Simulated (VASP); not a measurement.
# Ag (Pm-3m) in VASP: a series of runs

Runs on Ag. Level: PBE. Tasks: relaxation of cell and atoms.

Program: VASP 6.6.1. These are calculated values, not measurements. Logs are shortened: lines on timing, memory, paths and dates and some standing lists are left out, and cuts for length are marked.

## 1. The cell of the first run

The structure is cubic, space group Pm-3m (No. 221). Conventional cell: a = 2.660 Å, b = 2.660 Å, c = 2.660 Å, α = 90.00°, β = 90.00°, γ = 90.00°. Ag (site symmetry m-3m) has 6 Ag at 2.66 Å within 3.5 Å.

This isn't the form of Ag at room conditions, which is fcc.

## 2. Relaxation of cell and atoms, PBE, target pressure 10 GPa, at which the enthalpy is minimised

Input file INCAR:

```
PREC = Accurate
ENCUT = 500
EDIFF = 1E-7
ISMEAR = -1
SIGMA = 0.1
LREAL = False
LASPH = True
NELM = 120
ALGO = Normal
ISIF = 3
LWAVE = False
LCHARG = False
GGA = PE
IBRION = 2
NSW = 80
EDIFFG = -0.03
PSTRESS = 100.0
GGA_COMPAT = False
NELMIN = 4
```

Input file KPOINTS:

```
Automatic mesh
0
Gamma
  16 16 16
```

Input file POSCAR:

```
Ag
1.0
    2.6600000000      0.0000000000      0.0000000000
    0.0000000000      2.6600000000      0.0000000000
    0.0000000000      0.0000000000      2.6600000000
Ag
1
Direct
    0.0000000000      0.0000000000      0.0000000000
```

Potentials or basis: VASP PAW PBE potentials, release 64 (Ag).

Started as:

```console
$ cat potpaw_PBE.64/Ag/POTCAR > POTCAR
$ mpirun -np 1 vasp_std > vasp.out
```

OUTCAR:

```text
PREC = Accurate
   ENCUT = 500
   EDIFF = 1E-7
   ISMEAR = -1
   LREAL = False
   LASPH = True
   NELM = 120
   ISIF = 3
   GGA = PE
   IBRION = 2
   NSW = 80
   EDIFFG = -0.03
   PSTRESS = 100.0
   NELMIN = 4

 ion  position               nearest neighbor table
   1  0.000  0.000  0.000-

  LATTYP: Found a simple cubic cell.
 ALAT       =     2.6600000000

  Lattice vectors:

 A1 = (   2.6600000000,   0.0000000000,   0.0000000000)
 A2 = (   0.0000000000,   2.6600000000,   0.0000000000)
 A3 = (   0.0000000000,   0.0000000000,   2.6600000000)

Analysis of symmetry for initial positions (statically):
=====================================================================
 Subroutine PRICEL returns:
 Original cell was already a primitive cell.

 Routine SETGRP: Setting up the symmetry group for a
 simple cubic supercell.

 Subroutine GETGRP returns: Found 48 space group operations
 (whereof 48 operations were pure point group operations)
 out of a pool of 48 trial point group operations.

The static configuration has the point symmetry O_h .

Analysis of symmetry for dynamics (positions and initial velocities):
=====================================================================
 Subroutine PRICEL returns:
 Original cell was already a primitive cell.

 Routine SETGRP: Setting up the symmetry group for a
 simple cubic supercell.

 Subroutine GETGRP returns: Found 48 space group operations
 (whereof 48 operations were pure point group operations)
 out of a pool of 48 trial point group operations.

The dynamic configuration has the point symmetry O_h .

 Subroutine INISYM returns: Found 48 space group operations
 (whereof 48 operations are pure point group operations),
 and found     1 'primitive' translations

----------------------------------------------------------------------------------------

                                     Primitive cell

  volume of cell :      18.8211

  direct lattice vectors                    reciprocal lattice vectors
     2.660000000  0.000000000  0.000000000     0.375939850  0.000000000  0.000000000
     0.000000000  2.660000000  0.000000000     0.000000000  0.375939850  0.000000000
     0.000000000  0.000000000  2.660000000     0.000000000  0.000000000  0.375939850

  length of vectors
     2.660000000  2.660000000  2.660000000     0.375939850  0.375939850  0.375939850

  position of ions in fractional coordinates (direct lattice)
     0.000000000  0.000000000  0.000000000

  ion indices of the primitive-cell ions
   primitive index   ion index
                 1           1

----------------------------------------------------------------------------------------

 KPOINTS: Automatic mesh

Automatic generation of k-mesh.
 Grid dimensions read from file:
 generate k-points for:   16   16   16

 Generating k-lattice:

  Cartesian coordinates                     Fractional coordinates (reciprocal lattice)
     0.023496241  0.000000000  0.000000000     0.062500000  0.000000000  0.000000000
     0.000000000  0.023496241  0.000000000     0.000000000  0.062500000  0.000000000
     0.000000000  0.000000000  0.023496241     0.000000000  0.000000000  0.062500000

  Length of vectors
     0.023496241  0.023496241  0.023496241

  Shift w.r.t. Gamma in fractional coordinates (k-lattice)
     0.000000000  0.000000000  0.000000000

 Subroutine IBZKPT returns following result:
 ===========================================

 Found    165 irreducible k-points:

 Following reciprocal coordinates:
            Coordinates               Weight
  0.000000  0.000000  0.000000      1.000000
  0.062500  0.000000  0.000000      6.000000
  0.125000  0.000000  0.000000      6.000000
  0.187500  0.000000  0.000000      6.000000
  0.250000  0.000000  0.000000      6.000000
  0.312500  0.000000  0.000000      6.000000
[... 16 lines left out ...]
  0.437500  0.125000  0.000000     24.000000
  0.500000  0.125000  0.000000     12.000000
 [... further k-points ...]
   k-points           NKPTS =    165   k-points in BZ     NKDIM =    165   number of bands    NBANDS=      9
   number of dos      NEDOS =    301   number of ions     NIONS =      1
   total plane-waves  NPLWV =   8000
   dimension x,y,z NGX =    20 NGY =   20 NGZ =   20
   dimension x,y,z NGXF=    40 NGYF=   40 NGZF=   40
   ions per type =               1
   NGX,Y,Z   is equivalent  to a cutoff of  12.50, 12.50, 12.50 a.u.
   NGXF,Y,Z  is equivalent  to a cutoff of  25.00, 25.00, 25.00 a.u.
 SYSTEM =  unknown system
   PREC   = accura    normal or accurate (medium, high low for compatibility)
   ISTART =      0    job   : 0-new  1-cont  2-samecut
   ICHARG =      2    charge: 1-file 2-atom 10-const
   ISPIN  =      1    spin polarized calculation?
   LNONCOLLINEAR =      F non collinear calculations
   LSORBIT =      F    spin-orbit coupling
   LASPH  =      T    aspherical Exc in radial PAW
   ENCUT  =  500.0 eV  36.75 Ry    6.06 a.u.   4.85  4.85  4.85*2*pi/ulx,y,z
   NELM   =    120;   NELMIN=  4; NELMDL= -5     # of ELM steps
   EDIFF  = 0.1E-06   stopping-criterion for ELM
   LREAL  =      F    real-space projection
   EDIFFG = -.3E-01   stopping-criterion for IOM
   NSW    =     80    number of steps for IOM
   IBRION =      2    ionic relax: 0-MD 1-quasi-New 2-CG
   NFREE  =      1    steps in history (QN), initial steepest desc. (CG)
   ISIF   =      3    stress and relaxation
   ISYM   =      2    0-nonsym 1-usesym 2-fastsym
   POTIM  = 0.5000    time-step for ionic-motion
   TEBEG  =    0.0;   TEEND  =   0.0 temperature during run
   PSTRESS=  100.0 pullay stress
   NELECT =      11.0000    total number of electrons
   NUPDOWN=      -1.0000    fix difference up-down
   EMIN   =  10.00;   EMAX   =-10.00  energy-range for DOS
   EFERMI =   0.00;   METHOD = LEGACY
   ISMEAR =    -1;   SIGMA  =   0.10  broadening in eV -4-tet -1-fermi 0-gaus
   EFERMI_NEDOS =   21; number of points for ismear=-14 and -15
   IALGO  =     38    algorithm
   IMIX   =      4    mixing-type and parameters
     AMIX     =   0.40;   BMIX     =  1.00
     AMIX_MAG =   1.60;   BMIX_MAG =  1.00
  volume/ion in A,a.u.               =      18.82       127.01
  Fermi-wavevector in a.u.,A,eV,Ry     =   1.368750  2.586562 25.490191  1.873476
  Thomas-Fermi vector in A             =   2.494686
   LORBIT       =      0    0 simple, 1 ext, 2 COOP (PROOUT), +10 PAW based schemes
   GGA     = PE    functional components
   LHFCALC =     F    Hartree Fock is set to
   AEXX    =    0.0000 exact exchange contribution
   IVDW    =     0    specifies the selected vdW correction
   LEPSILON=     F    determine dielectric tensor
   LRPA    =     F    only Hartree local field effects (RPA)
 conjugate gradient relaxation of ions
 non-spin polarized calculation
  energy-cutoff  :      500.00
  volume of cell :       18.82
 maximum number of plane-waves:       500
 NGX is ok and might be reduce to    20
   NGX =  9   NGY =  9   NGZ =  9

--------------------------------------- Ionic step        1  -------------------------------------------

 number of electron      10.9999994 magnetization

 Free energy of the ion-electron system (eV)
  ---------------------------------------------------
  ext. energy  EPLUGINS =         0.00000000
  ---------------------------------------------------
  free energy    TOTEN  =        -2.34272649 eV

  energy without entropy =       -2.33427812  energy(sigma->0) =       -2.33850231

------------------------ aborting loop because EDIFF is reached ----------------------------------------

  FORCE on cell =-STRESS in cart. coord.  units (eV):
  Direction    XX          YY          ZZ          XY          YZ          ZX
  --------------------------------------------------------------------------------------
  -------------------------------------------------------------------------------------
  Total        1.0358276      1.0358276      1.0358276     -0.0000000      0.0000000      0.0000000
  in kB       88.1765592     88.1765592     88.1765592     -0.0000000      0.0000000      0.0000000
  external PRESSURE =     -11.8234408 kB  Pullay stress =     100.0000000 kB

 VOLUME and BASIS-vectors are now :
 -----------------------------------------------------------------------------
  energy-cutoff  :      500.00
  volume of cell :       18.82
      direct lattice vectors                 reciprocal lattice vectors
     2.660000000  0.000000000  0.000000000     0.375939850  0.000000000  0.000000000
     0.000000000  2.660000000  0.000000000     0.000000000  0.375939850  0.000000000
     0.000000000  0.000000000  2.660000000     0.000000000  0.000000000  0.375939850
[... 44 lines left out ...]
  FREE ENERGIE OF THE ION-ELECTRON SYSTEM (eV)
  ---------------------------------------------------
  free  energy   TOTEN  =        -2.3193086451 eV

  energy  without entropy=       -2.3109726602  energy(sigma->0) =       -2.31514065

  enthalpy is  TOTEN    =        -1.1680446205 eV   P V=        1.1512640246

--------------------------------------- Ionic step        3  -------------------------------------------

 number of electron      10.9999999 magnetization

 Free energy of the ion-electron system (eV)
  ---------------------------------------------------
  ext. energy  EPLUGINS =         0.00000000
  ---------------------------------------------------
  free energy    TOTEN  =        -2.33140570 eV

  energy without entropy =       -2.32301365  energy(sigma->0) =       -2.32720967

 E-fermi :   7.1883     XC(G=0): -11.5931

 val. band max:        7.1726436306   @ k =   0.3750   0.2500   0.1875
 cond. band min:       7.3531983321   @ k =   0.5000   0.1250   0.0625
 fundamental gap:      0.1805547016
 Fermi energy:         7.1883320134

 k-point     1 :       0.0000    0.0000    0.0000
  band No.  band energies     occupation
      1       0.1734      2.00000
      2       0.9418      2.00000
      3       0.9418      2.00000
      4       4.4232      2.00000
      5       4.4232      2.00000
      6       4.4232      2.00000
      7      21.9366      0.00000
      8      21.9366      0.00000
      9      21.9366      0.00000

 k-point     2 :       0.0625    0.0000    0.0000
  band No.  band energies     occupation
      1       0.2672      2.00000
      2       0.9547      2.00000
      3       1.0093      2.00000
      4       4.3745      2.00000
      5       4.3745      2.00000
      6       4.4272      2.00000
      7      21.0271      0.00000
      8      22.0839      0.00000
      9      22.0839      0.00000
[... 253 lines left out ...]
 k-point    24 :       0.5000    0.1250    0.0000
  band No.  band energies     occupation
      1       1.4334      2.00000
      2       2.0201      2.00000
      3       2.7191      2.00000
      4       3.3068      2.00000
      5       4.3627      2.00000
      6       7.1648      1.11724
      7       9.4071      0.00000
      8      23.7365      0.00000
      9      25.1168      0.00000

 [... further k-points ...]

------------------------ aborting loop because EDIFF is reached ----------------------------------------

  FORCE on cell =-STRESS in cart. coord.  units (eV):
  Direction    XX          YY          ZZ          XY          YZ          ZX
  --------------------------------------------------------------------------------------
  -------------------------------------------------------------------------------------
  Total        1.1632482      1.1632482      1.1632482      0.0000000     -0.0000000      0.0000000
  in kB      100.0490030    100.0490030    100.0490030      0.0000000     -0.0000000      0.0000000
  external PRESSURE =       0.0490030 kB  Pullay stress =     100.0000000 kB

 VOLUME and BASIS-vectors are now :
 -----------------------------------------------------------------------------
  energy-cutoff  :      500.00
  volume of cell :       18.63
      direct lattice vectors                 reciprocal lattice vectors
     2.650879986 -0.000000000  0.000000000     0.377233223  0.000000000  0.000000000
    -0.000000000  2.650879986  0.000000000     0.000000000  0.377233223  0.000000000
    -0.000000000  0.000000000  2.650879986    -0.000000000 -0.000000000  0.377233223

 POSITION                                       TOTAL-FORCE (eV/Angst)
 -----------------------------------------------------------------------------------
      0.00000      0.00000      0.00000         0.000000      0.000000      0.000000
 -----------------------------------------------------------------------------------
    total drift:                               -0.000000      0.000000     -0.000000

  FREE ENERGIE OF THE ION-ELECTRON SYSTEM (eV)
  ---------------------------------------------------
  free  energy   TOTEN  =        -2.3314057000 eV

  energy  without entropy=       -2.3230136475  energy(sigma->0) =       -2.32720967

  enthalpy is  TOTEN    =        -1.1687272679 eV   P V=        1.1626784321

 reached required accuracy - stopping structural energy minimisation
```

It took 21 s on 1 thread of AMD EPYC 9R45 (Zen 5), shared host; peak memory 0.12 GiB.

What came out:

```
Free energy                                                : -2.3314 eV
Relaxed volume                                             : 18.63 Å³/atom
Relaxed cell                                               : a = 2.651 Å, b = 2.651 Å, c = 2.651 Å, α = 90.00°, β = 90.00°, γ = 90.00°
Space group after relaxing (to 0.1 Å)                      : Pm-3m (No. 221)
Energy change on relaxing (the run minimises the enthalpy) : +11.3 meV/atom
Ionic steps                                                : 3
Pressure after relaxing                                    : 10.0 GPa
Band gap on the k mesh                                     : zero (an odd number of electrons rules out a gap without spin polarisation)
```

The path:
| step | energy change (eV) | largest force (eV/Å) | pressure (GPa) | volume (Å³) |
| --- | --- | --- | --- | --- |
| 1 | 0.0000 | 0.0000 | 8.82 | 18.82 |
| 2 | 0.0234 | 0.0000 | 11.22 | 18.45 |
| 3 | 0.0113 | 0.0000 | 10.00 | 18.63 |

Final structure:
```xyz
1
Lattice="2.6509 0.0000 0.0000 0.0000 2.6509 0.0000 0.0000 0.0000 2.6509" Properties=species:S:1:pos:R:3 pbc="T T T"
Ag    0.0000    0.0000    0.0000
```

Levels at points of the mesh, in eV from the Fermi level:
```csv
k point,band 3,band 4,band 5,band 6,band 7,band 8
"(0.00, 0.00, 0.00)",-6.25,-2.77,-2.77,-2.77,14.75,14.75
"(0.50, 0.00, 0.00)",-3.91,-3.91,-2.66,-0.79,2.12,17.44
"(0.50, 0.50, 0.00)",-3.70,-3.70,-1.86,3.99,3.99,8.49
"(0.50, 0.50, 0.50)",-5.64,-1.79,-1.79,9.11,9.11,9.11
```

Caveat: the cell is relaxed towards a set pressure, so the run minimises the enthalpy, not the energy.

## 3. Relaxation of cell and atoms, PBE, target pressure 20 GPa, at which the enthalpy is minimised

Input file INCAR:

```
  PREC = Accurate
  ENCUT = 500
  EDIFF = 1E-7
  ISMEAR = -1
  SIGMA = 0.1
  LREAL = F
  LASPH = T
  NELM = 120
  ALGO = Normal
  ISIF = 3
  LWAVE = F
  LCHARG = F
  GGA = PE
  IBRION = 2
  NSW = 80
  EDIFFG = -0.03
  PSTRESS = 200.0
  GGA_COMPAT = F
  NELMIN = 4
```

Input file KPOINTS:

```
regular mesh
0
Gamma
  16 16 16
```

POSCAR is that of step 2.

Potentials or basis: VASP PAW PBE potentials, release 64 (Ag).

Started as:

```console
$ cat potpaw_PBE.64/Ag/POTCAR > POTCAR
$ mpirun -np 1 vasp_std > vasp.out
```

Run time: 29 s. Hardware: 1 thread of AMD EPYC 9R45 (Zen 5), shared host; peak memory 0.12 GiB.

It converged, with:

| Item | Value |
| --- | --- |
| Free energy | -2.2163 eV |
| Relaxed volume | 17.37 Å³/atom |
| Relaxed cell | a = 2.590 Å, b = 2.590 Å, c = 2.590 Å, α = 90.00°, β = 90.00°, γ = 90.00° |
| Space group after relaxing (to 0.1 Å) | Pm-3m (No. 221) |
| Energy change on relaxing (the run minimises the enthalpy) | +126.4 meV/atom |
| Ionic steps | 4 |
| Pressure after relaxing | 19.9 GPa |
| Band gap on the k mesh | zero (an odd number of electrons rules out a gap without spin polarisation) |

Step by step:
| step | energy change (eV) | largest force (eV/Å) | pressure (GPa) | volume (Å³) |
| --- | --- | --- | --- | --- |
| 1 | 0.0000 | 0.0000 | 8.82 | 18.82 |
| 2 | 0.4985 | 0.0000 | 45.44 | 15.46 |
| 3 | 0.1222 | 0.0000 | 19.61 | 17.40 |
| 4 | 0.1264 | 0.0000 | 19.92 | 17.37 |

Final structure:
```xyz
1
Lattice="2.5897 0.0000 0.0000 0.0000 2.5897 0.0000 0.0000 0.0000 2.5897" Properties=species:S:1:pos:R:3 pbc="T T T"
Ag    0.0000    0.0000    0.0000
```

Levels at points of the mesh, in eV from the Fermi level:
| k point | band 2 | band 3 | band 4 | band 5 | band 6 | band 7 | band 8 | band 9 |
| --- | --- | --- | --- | --- | --- | --- | --- | --- |
| (0.00, 0.00, 0.00) | -6.65 | -6.65 | -2.74 | -2.74 | -2.74 | 15.29 | 15.29 | 15.29 |
| (0.50, 0.00, 0.00) | -5.88 | -4.05 | -4.05 | -2.62 | -1.00 | 2.48 | 17.70 | 20.31 |
| (0.50, 0.50, 0.00) | -5.62 | -3.81 | -3.81 | -1.73 | 4.09 | 4.09 | 9.30 | 10.49 |
| (0.50, 0.50, 0.50) | -6.01 | -6.01 | -1.65 | -1.65 | 9.60 | 9.60 | 9.60 | 10.24 |

Caveat: the cell is relaxed towards a set pressure, so the run minimises the enthalpy, not the energy.

## 4. Relaxation of cell and atoms, PBE, target pressure 30 GPa, at which the enthalpy is minimised

Input file INCAR:

```
SYSTEM = Ag
ALGO = Normal ; EDIFF = 1E-7
EDIFFG = -0.03 ; ENCUT = 500
GGA = PE ; GGA_COMPAT = .FALSE.
IBRION = 2 ; ISIF = 3
ISMEAR = -1 ; LASPH = .TRUE.
LCHARG = .FALSE. ; LREAL = .FALSE.
LWAVE = .FALSE. ; NELM = 120
NELMIN = 4 ; NSW = 80
PREC = Accurate ; PSTRESS = 300.0
SIGMA = 0.1
```

Input file KPOINTS:

```
k-points
0
G
  16 16 16
  0 0 0
```

POSCAR is that of step 3.

Started as:

```console
$ cat potpaw_PBE.64/Ag/POTCAR > POTCAR
$ mpirun -np 1 vasp_std > vasp.out
```

Run time: 35 s. Hardware: 1 thread of AMD EPYC 9R45 (Zen 5), shared host; peak memory 0.12 GiB.

Results (log left out):

```yaml
Free_energy: -2.0776 eV
Relaxed_volume: 16.47 Å³/atom
Relaxed_cell: a = 2.544 Å, b = 2.544 Å, c = 2.544 Å, α = 90.00°, β = 90.00°, γ = 90.00°
Space_group_after_relaxing_to_0.1_Å: Pm-3m (No. 221)
Energy_change_on_relaxing_the_run_minimises_the_enthalpy: +265.2 meV/atom
Ionic_steps: 5
Pressure_after_relaxing: 30.0 GPa
Band_gap_on_the_k_mesh: zero (an odd number of electrons rules out a gap without spin polarisation)
```

The path:
| step | energy change (eV) | largest force (eV/Å) | pressure (GPa) | volume (Å³) |
| --- | --- | --- | --- | --- |
| 1 | 0.0000 | 0.0000 | 8.82 | 18.82 |
| 2 | 1.7984 | 0.0000 | 124.53 | 12.82 |
| 3 | 0.2349 | 0.0000 | 27.89 | 16.64 |
| 4 | 0.2557 | 0.0000 | 29.35 | 16.52 |
| 5 | 0.2652 | 0.0000 | 29.98 | 16.47 |

Final structure:
```
Ag
1.0
     2.54418    0.00000    0.00000
     0.00000    2.54418    0.00000
     0.00000    0.00000    2.54418
Ag
1
Direct
  0.00000 0.00000 0.00000
```

Levels at points of the mesh, in eV from the Fermi level:
| k point | band 1 | band 2 | band 3 | band 4 | band 5 | band 6 | band 7 | band 8 | band 9 |
| --- | --- | --- | --- | --- | --- | --- | --- | --- | --- |
| (0.00, 0.00, 0.00) | -7.84 | -6.99 | -6.99 | -2.73 | -2.73 | -2.73 | 15.70 | 15.70 | 15.70 |
| (0.50, 0.00, 0.00) | -6.55 | -6.14 | -4.16 | -4.16 | -2.59 | -1.17 | 2.76 | 17.88 | 20.75 |
| (0.50, 0.50, 0.00) | -7.10 | -5.86 | -3.90 | -3.90 | -1.62 | 4.17 | 4.17 | 9.97 | 10.83 |
| (0.50, 0.50, 0.50) | -6.31 | -6.31 | -6.31 | -1.53 | -1.53 | 9.99 | 9.99 | 9.99 | 10.21 |

Caveat: the cell is relaxed towards a set pressure, so the run minimises the enthalpy, not the energy.

## 5. Summary

| cell | gap on the mesh (eV) | pressure (GPa) |
| --- | --- | --- |
| relaxed to 10 GPa | none | 10.0 |
| relaxed to 20 GPa | none | 19.9 |
| relaxed to 30 GPa | none | 30.0 |

Alike in all rows: task relaxation of cell and atoms; level PBE; potentials or basis VASP PAW PBE potentials, release 64 (Ag); no spin polarisation; k mesh 16 × 16 × 16; cutoff (eV) 500; smearing fermi-dirac 0.1 eV.

Caveats: the cell is relaxed towards a set pressure, so the run minimises the enthalpy, not the energy.

Total energies depend on the potentials used, so only differences within one code and one set of settings carry meaning.

The gap in the log of VASP goes by the Fermi energy; the results here count the filled bands.